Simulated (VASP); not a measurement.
# Si16Ge (a cell with a defect) in VASP: single point with PBE+D3(BJ)

Aim: the single point of Si16Ge (a cell with a defect) with PBE+D3(BJ).

Program: VASP 6.6.1. These are calculated values, not measurements. Logs are shortened: lines on timing, memory, paths and dates and some standing lists are left out, and cuts for length are marked.

## (1) The cell of the first run

The cell holds a defect, 17 atoms: a = 7.679 Å, b = 7.679 Å, c = 7.679 Å, α = 60.00°, β = 60.00°, γ = 60.00°.

## (2) Single point, PBE+D3(BJ)

INCAR reads:

```
PREC = Accurate ; ENCUT = 520
EDIFF = 1E-6 ; ISMEAR = -1
SIGMA = 0.05 ; LREAL = Auto
LASPH = T ; NELM = 60
ALGO = Normal ; ISIF = 2
LWAVE = F ; LCHARG = T
GGA = PE ; IVDW = 12
LELF = T ; LVHAR = T
NBANDS = 53
```

KPOINTS reads:

```
Automatic mesh
0
Gamma
  2 2 2
```

POSCAR reads:

```
Si16Ge
1.0
    0.0000000000      5.4300000000      5.4300000000
    5.4300000000      0.0000000000      5.4300000000
    5.4300000000      5.4300000000      0.0000000000
Si Ge
16 1
Direct
   -0.0042336186      0.0041181402      0.0041365065
    0.1259640711      0.1246443192      0.1246544859
   -0.0044240988      0.0042057716      0.4958926216
    0.1213626991      0.1353482251      0.6216590425
   -0.0044518689      0.4958819329      0.0042341652
    0.1213002289      0.6216193089      0.1354972776
    0.0022521900      0.4988284737      0.4989793950
    0.1208775439      0.6213432825      0.6213360758
    0.4994462224      0.0002962607      0.0002554756
    0.6246316544      0.1243654428      0.1243690366
    0.5046721605      0.0044239625      0.4955039768
    0.6244846567      0.1242800279      0.6269309261
    0.5046742709      0.4955009432      0.0044448470
    0.6244632527      0.6269783062      0.1242687835
    0.5046885587      0.4953827778      0.4953657275
    0.6386944160      0.6205092775      0.6204863312
    0.2537611611      0.7480867473      0.7483189256
```

Potentials or basis: VASP PAW PBE potentials, release 64 (Si, Ge_d).

Started as:

```console
cat potpaw_PBE.64/Si/POTCAR potpaw_PBE.64/Ge_d/POTCAR > POTCAR
mpirun -np 1 vasp_std > vasp.out
```

OUTCAR:

```text
PREC = Accurate
   ENCUT = 520
   EDIFF = 1E-6
   ISMEAR = -1
   LREAL = Auto
   LASPH = T
   NELM = 60
   ISIF = 2
   GGA = PE
   IVDW = 12
 IVDW          = 12

 ion  position               nearest neighbor table
   1  0.996  0.004  0.004-  10 2.33   2 2.33   4 2.40   6 2.40  17 2.78
   2  0.126  0.125  0.125-   1 2.33   3 2.33   5 2.33   9 2.34
   3  0.996  0.004  0.496-  12 2.33   2 2.33   4 2.40   8 2.40  17 2.77
   4  0.121  0.135  0.622-   7 2.28   1 2.40   3 2.40  11 2.40  17 2.43
   5  0.996  0.496  0.004-  14 2.33   2 2.33   6 2.40   8 2.40  17 2.77
   6  0.121  0.622  0.135-   7 2.28   1 2.40   5 2.40  13 2.40  17 2.43
   7  0.002  0.499  0.499-   4 2.28   6 2.28   8 2.28  16 2.28
   8  0.121  0.621  0.621-   7 2.28   3 2.40   5 2.40  15 2.41  17 2.42
   9  0.499  0.000  0.000-  14 2.34  12 2.34  10 2.34   2 2.34
  10  0.625  0.124  0.124-   1 2.33  11 2.33  13 2.33   9 2.34
  11  0.505  0.004  0.496-  12 2.33  10 2.33   4 2.40  16 2.41  17 2.75
  12  0.624  0.124  0.627-   3 2.33  11 2.33  15 2.33   9 2.34
  13  0.505  0.496  0.004-  14 2.33  10 2.33   6 2.40  16 2.41  17 2.75
  14  0.624  0.627  0.124-   5 2.33  13 2.33  15 2.33   9 2.34
  15  0.505  0.495  0.495-  14 2.33  12 2.33   8 2.41  16 2.41  17 2.75
  16  0.639  0.621  0.620-   7 2.28  11 2.41  13 2.41  15 2.41  17 2.41
  17  0.254  0.748  0.748-  16 2.41   8 2.42   6 2.43   4 2.43  15 2.75  13 2.75  11 2.75   5 2.77
                             3 2.77   1 2.78

  LATTYP: Found a face centered cubic cell.
 ALAT       =    10.8600000000

  Lattice vectors:

 A1 = (   0.0000000000,   5.4300000000,   5.4300000000)
 A2 = (   5.4300000000,   0.0000000000,   5.4300000000)
 A3 = (   5.4300000000,   5.4300000000,   0.0000000000)

Analysis of symmetry for initial positions (statically):
=====================================================================
 Subroutine PRICEL returns:
 Original cell was already a primitive cell.

 Routine SETGRP: Setting up the symmetry group for a
 face centered cubic supercell.

 Subroutine GETGRP returns: Found  1 space group operations
 (whereof  1 operations were pure point group operations)
 out of a pool of 48 trial point group operations.

The static configuration has the point symmetry C_1 .

Analysis of symmetry for dynamics (positions and initial velocities):
=====================================================================
 Subroutine PRICEL returns:
 Original cell was already a primitive cell.

 Routine SETGRP: Setting up the symmetry group for a
 face centered cubic supercell.

 Subroutine GETGRP returns: Found  1 space group operations
 (whereof  1 operations were pure point group operations)
 out of a pool of 48 trial point group operations.

The dynamic configuration has the point symmetry C_1 .

 Subroutine INISYM returns: Found  1 space group operations
 (whereof  1 operations are pure point group operations),
 and found     1 'primitive' translations

----------------------------------------------------------------------------------------

                                     Primitive cell

  volume of cell :     320.2060

  direct lattice vectors                    reciprocal lattice vectors
     0.000000000  5.430000000  5.430000000    -0.092081031  0.092081031  0.092081031
     5.430000000  0.000000000  5.430000000     0.092081031 -0.092081031  0.092081031
     5.430000000  5.430000000  0.000000000     0.092081031  0.092081031 -0.092081031

  length of vectors
     7.679179644  7.679179644  7.679179644     0.159489025  0.159489025  0.159489025

  position of ions in fractional coordinates (direct lattice)
     0.995766381  0.004118140  0.004136506
     0.125964071  0.124644319  0.124654486
     0.995575901  0.004205772  0.495892622
     0.121362699  0.135348225  0.621659042
     0.995548131  0.495881933  0.004234165
     0.121300229  0.621619309  0.135497278
[... 9 lines left out ...]
     0.638694416  0.620509277  0.620486331
     0.253761161  0.748086747  0.748318926

  ion indices of the primitive-cell ions
   primitive index   ion index
                 1           1
                 2           2
                 3           3
                 4           4
                 5           5
                 6           6
[... 9 lines left out ...]
                16          16
                17          17

----------------------------------------------------------------------------------------

 KPOINTS: Automatic mesh

Automatic generation of k-mesh.
 Grid dimensions read from file:
 generate k-points for:    2    2    2

 Generating k-lattice:

  Cartesian coordinates                     Fractional coordinates (reciprocal lattice)
    -0.046040516  0.046040516  0.046040516     0.500000000  0.000000000  0.000000000
     0.046040516 -0.046040516  0.046040516     0.000000000  0.500000000  0.000000000
     0.046040516  0.046040516 -0.046040516     0.000000000  0.000000000  0.500000000

  Length of vectors
     0.079744512  0.079744512  0.079744512

  Shift w.r.t. Gamma in fractional coordinates (k-lattice)
     0.000000000  0.000000000  0.000000000

 Subroutine IBZKPT returns following result:
 ===========================================

 Found      8 irreducible k-points:

 Following reciprocal coordinates:
            Coordinates               Weight
  0.000000  0.000000  0.000000      1.000000
  0.500000  0.000000  0.000000      1.000000
  0.000000  0.500000  0.000000      1.000000
  0.000000  0.000000  0.500000      1.000000
  0.500000  0.500000  0.500000      1.000000
  0.500000  0.500000  0.000000      1.000000
  0.000000  0.500000  0.500000      1.000000
  0.500000  0.000000  0.500000      1.000000
   k-points           NKPTS =      8   k-points in BZ     NKDIM =      8   number of bands    NBANDS=     53
   number of dos      NEDOS =    301   number of ions     NIONS =     17
   total plane-waves  NPLWV = 216000
   dimension x,y,z NGX =    60 NGY =   60 NGZ =   60
   dimension x,y,z NGXF=   120 NGYF=  120 NGZF=  120
   ions per type =              16   1
   NGX,Y,Z   is equivalent  to a cutoff of  12.99, 12.99, 12.99 a.u.
   NGXF,Y,Z  is equivalent  to a cutoff of  25.98, 25.98, 25.98 a.u.
 SYSTEM =  unknown system
   PREC   = accura    normal or accurate (medium, high low for compatibility)
   ISTART =      0    job   : 0-new  1-cont  2-samecut
   ICHARG =      2    charge: 1-file 2-atom 10-const
   ISPIN  =      1    spin polarized calculation?
   LNONCOLLINEAR =      F non collinear calculations
   LSORBIT =      F    spin-orbit coupling
   LASPH  =      T    aspherical Exc in radial PAW
   ENCUT  =  520.0 eV  38.22 Ry    6.18 a.u.  14.28 14.28 14.28*2*pi/ulx,y,z
   NELM   =     60;   NELMIN=  2; NELMDL= -5     # of ELM steps
   EDIFF  = 0.1E-05   stopping-criterion for ELM
   LREAL  =      T    real-space projection
   EDIFFG = 0.1E-04   stopping-criterion for IOM
   NSW    =      0    number of steps for IOM
   IBRION =     -1    ionic relax: 0-MD 1-quasi-New 2-CG
   NFREE  =      0    steps in history (QN), initial steepest desc. (CG)
   ISIF   =      2    stress and relaxation
   ISYM   =      2    0-nonsym 1-usesym 2-fastsym
   POTIM  = 0.5000    time-step for ionic-motion
   TEBEG  =    0.0;   TEEND  =   0.0 temperature during run
   PSTRESS=    0.0 pullay stress
   NELECT =      78.0000    total number of electrons
   NUPDOWN=      -1.0000    fix difference up-down
   EMIN   =  10.00;   EMAX   =-10.00  energy-range for DOS
   EFERMI =   0.00;   METHOD = LEGACY
   ISMEAR =    -1;   SIGMA  =   0.05  broadening in eV -4-tet -1-fermi 0-gaus
   EFERMI_NEDOS =   21; number of points for ismear=-14 and -15
   IALGO  =     38    algorithm
   IMIX   =      4    mixing-type and parameters
     AMIX     =   0.40;   BMIX     =  1.00
     AMIX_MAG =   1.60;   BMIX_MAG =  1.00
  volume/ion in A,a.u.               =      18.84       127.11
  Fermi-wavevector in a.u.,A,eV,Ry     =   1.022421  1.932096 14.222785  1.045345
  Thomas-Fermi vector in A             =   2.156100
   LORBIT       =      0    0 simple, 1 ext, 2 COOP (PROOUT), +10 PAW based schemes
   GGA     = PE    functional components
   LHFCALC =     F    Hartree Fock is set to
   AEXX    =    0.0000 exact exchange contribution
   IVDW    =    12    specifies the selected vdW correction
   LEPSILON=     F    determine dielectric tensor
   LRPA    =     F    only Hartree local field effects (RPA)
 non-spin polarized calculation
  energy-cutoff  :      520.00
  volume of cell :      320.21
 maximum number of plane-waves:      8646
 NGX is ok and might be reduce to    60
   NGX = 29   NGY = 29   NGZ = 29

 number of electron      78.0000001 magnetization

 Free energy of the ion-electron system (eV)
  ---------------------------------------------------
  ext. energy  EPLUGINS =         0.00000000
  ---------------------------------------------------
  free energy    TOTEN  =       -86.71452012 eV

  energy without entropy =      -86.68020197  energy(sigma->0) =      -86.69736105

 E-fermi :   6.9077     XC(G=0):  -9.7485

 val. band max:        6.6906740842   @ k =   0.0000   0.0000   0.0000
 cond. band min:       6.9531724837   @ k =   0.0000   0.0000   0.0000
 fundamental gap:      0.2624983995
 Fermi energy:         6.9077368926

 k-point     1 :       0.0000    0.0000    0.0000
  band No.  band energies     occupation
      1     -18.2385      2.00000
      2     -18.2384      2.00000
      3     -18.2384      2.00000
      4     -18.2247      2.00000
      5     -18.2247      2.00000
      6      -6.5228      2.00000
[... 43 lines left out ...]
     50       8.1193      0.00000
     51       9.0738      0.00000

 k-point     2 :       0.5000    0.0000    0.0000
  band No.  band energies     occupation
      1     -18.2385      2.00000
      2     -18.2384      2.00000
      3     -18.2384      2.00000
      4     -18.2247      2.00000
      5     -18.2247      2.00000
      6      -6.1893      2.00000
[... 316 lines left out ...]
 k-point     8 :       0.5000    0.0000    0.5000
  band No.  band energies     occupation
      1     -18.2385      2.00000
      2     -18.2384      2.00000
      3     -18.2384      2.00000
      4     -18.2247      2.00000
      5     -18.2247      2.00000
      6      -6.0845      2.00000
[... 43 lines left out ...]
     50      10.3285      0.00000
     51      10.3343      0.00000
 [bands above 51 left out]

------------------------ aborting loop because EDIFF is reached ----------------------------------------

 Edisp (eV)   -5.66656

 E8    (eV) :    -2.3554

  FORCE on cell =-STRESS in cart. coord.  units (eV):
  Direction    XX          YY          ZZ          XY          YZ          ZX
  --------------------------------------------------------------------------------------
  -------------------------------------------------------------------------------------
  Total       7.49759     7.49733     7.49846    -0.04478     0.07995    -0.04930
  in kB      37.51479    37.51352    37.51916    -0.22407     0.40004    -0.24669
  external pressure =       37.52 kB  Pullay stress =        0.00 kB

 VOLUME and BASIS-vectors are now :
 -----------------------------------------------------------------------------
  energy-cutoff  :      520.00
  volume of cell :      320.21
      direct lattice vectors                 reciprocal lattice vectors
     0.000000000  5.430000000  5.430000000    -0.092081031  0.092081031  0.092081031
     5.430000000  0.000000000  5.430000000     0.092081031 -0.092081031  0.092081031
     5.430000000  5.430000000  0.000000000     0.092081031  0.092081031 -0.092081031

 POSITION                                       TOTAL-FORCE (eV/Angst)
 -----------------------------------------------------------------------------------
      0.04482      5.42947      5.42937         0.006640      0.000941     -0.000139
      1.35369      1.36086      1.36080        -0.010635      0.012355      0.012589
      2.71553      8.09867      5.42881        -0.003326     -0.005347     -0.003324
      4.11055      4.03461      1.39394        -0.014892      0.010203      0.001271
      2.71563      5.42882      8.09847        -0.003032     -0.002721     -0.005136
      4.11114      1.39441      4.03405        -0.015268      0.002059      0.009786
[... 9 lines left out ...]
      6.73861      6.83735      6.83748        -0.010539      0.004659      0.003727
      8.12548      5.44129      5.44003         0.052477     -0.032586     -0.029728
 -----------------------------------------------------------------------------------
    total drift:                               -0.000331     -0.000428     -0.000646

  FREE ENERGIE OF THE ION-ELECTRON SYSTEM (eV)
  ---------------------------------------------------
  free  energy   TOTEN  =       -92.3810768667 eV

  energy  without entropy=      -92.3467587145  energy(sigma->0) =      -92.36391779
```

Wall time 4.9 min (1 thread of Intel Xeon Platinum 8259CL at 2.50GHz (Skylake/Cascade Lake), shared host); peak memory 0.49 GiB.

Results:

* Free energy: -92.3811 eV
* Pressure: 3.8 GPa
* Largest force: 0.069 eV/Å
* Band gap on the k mesh: zero (band 39 reaches 6.99 eV, above the bottom of band 40 at 6.68 eV)
* Dispersion energy per atom: -0.333 eV

Forces in eV/Å, atoms in the order of the input:
```
Si   0.007  0.001  0.000
Si  -0.011  0.012  0.013
Si  -0.003 -0.005 -0.003
Si  -0.015  0.010  0.001
Si  -0.003 -0.003 -0.005
Si  -0.015  0.002  0.010
Si   0.005 -0.003 -0.002
Si  -0.005  0.013  0.012
Si   0.000  0.000  0.000
Si  -0.006 -0.012 -0.012
Si  -0.010  0.009 -0.001
Si   0.011  0.006 -0.009
Si  -0.010 -0.002  0.009
Si   0.011 -0.010  0.007
Si   0.003  0.007  0.007
Si  -0.011  0.005  0.004
Ge   0.052 -0.033 -0.030
```

Levels at points of the mesh, in eV from the Fermi level:
| k point | band 36 | band 37 | band 38 | band 39 | band 40 | band 41 | band 42 | band 43 |
| --- | --- | --- | --- | --- | --- | --- | --- | --- |
| (0.00, 0.00, 0.00) | -0.78 | -0.78 | -0.77 | -0.23 | -0.23 | -0.22 | 0.05 | 0.05 |
| (0.50, 0.00, 0.00) | -1.51 | -1.45 | -1.45 | -0.31 | 0.55 | 0.56 | 0.89 | 0.89 |
| (0.00, 0.50, 0.00) | -1.50 | -1.45 | -1.45 | -0.30 | 0.53 | 0.56 | 0.90 | 0.90 |
| (0.00, 0.00, 0.50) | -1.50 | -1.45 | -1.45 | -0.30 | 0.53 | 0.56 | 0.90 | 0.90 |
| (0.50, 0.50, 0.50) | -1.51 | -1.45 | -1.45 | -0.30 | 0.53 | 0.56 | 0.90 | 0.90 |
| (0.50, 0.50, 0.00) | -2.05 | -1.89 | -1.28 | 0.08 | 0.82 | 1.06 | 1.07 | 1.08 |
| (0.00, 0.50, 0.50) | -2.05 | -1.89 | -1.28 | 0.08 | 0.82 | 1.06 | 1.07 | 1.08 |
| (0.50, 0.00, 0.50) | -2.05 | -1.89 | -1.28 | 0.08 | 0.82 | 1.06 | 1.07 | 1.08 |

Caveat: the k points lie up to 0.50 Å⁻¹ apart.
